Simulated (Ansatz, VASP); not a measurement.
## GaN in VASP and in Ansatz

```xyz
2
Lattice="0.0000 2.2742 2.2742 2.2742 0.0000 2.2742 2.2742 2.2742 0.0000" Properties=species:S:1:pos:R:3 pbc="T T T"
Ga    0.0000    0.0000    0.0000
N     1.1371    1.1371    1.1371
```

Alike in both runs: functional PBE; k mesh 10 × 10 × 10; occupations gaussian, width 0.02 eV; no spin polarisation.

Ansatz relaxed the structure, and its values are those at the end. VASP's run is a single point on that final structure, the one shown.

```csv
,VASP,Ansatz
version,VASP 6.6.1,Ansatz 0.2.0
potentials or method,"VASP PAW PBE potentials, release 64 (Ga_d, N), cutoff 520 eV","scalar-relativistic, plane waves, PAW"
valence electrons in the cell,18,18
```

Ansatz gave:

```
gap on the k mesh at the Fermi level (eV) : 1.54
least direct gap on the mesh (eV)         : 1.54
pressure (GPa)                            : 0.0
```

Problem. Estimate VASP's values.

Solution. gap on the k mesh at the Fermi level (eV): 1.55; least direct gap on the mesh (eV): 1.55; pressure (GPa): 0.1.

The functional is the same, so the differences come from potentials, cutoffs and numerics.
